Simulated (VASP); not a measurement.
MgO, 4 atoms in the cell. The structure is hexagonal, space group P6_3/mmc (No. 194). The conventional cell has a = 3.463 Å, b = 3.463 Å, c = 4.150 Å, α = 90.00°, β = 90.00°, γ = 120.00°. Within 2.6 Å of Mg (site symmetry -6m2) lie 5 O at 2.00 to 2.07 Å. Within 2.6 Å of O (site symmetry -6m2) lie 5 Mg at 2.00 to 2.07 Å. 

```yaml
Program: VASP 6.6.1
Task: single point
Functional: PBE
Potentials_or_basis: VASP PAW PBE potentials, release 64 (Mg, O)
Cutoff: 520 eV
k_mesh: 9 × 9 × 7
Occupations: fermi-dirac, width 0.05 eV
Spin: no spin polarisation
Dipole_correction: no
Further_INCAR_settings: ALGO = Normal; EDIFF = 1e-07; NBANDS = 16
```

Potentials or basis: VASP PAW PBE potentials, release 64 (Mg, O).

The run is started by

```console
$ cat potpaw_PBE.64/Mg/POTCAR potpaw_PBE.64/O/POTCAR > POTCAR
$ mpirun -np 1 vasp_std > vasp.out
```

Hardware: 1 thread of Intel Xeon 8259CL (shared host).

Task: Estimate the wall time of this run.

Result: It took 42 s on 1 thread of Intel Xeon 8259CL, on a shared host, peak memory 0.18 GiB. Counts: scf iterations 14, k points 48.
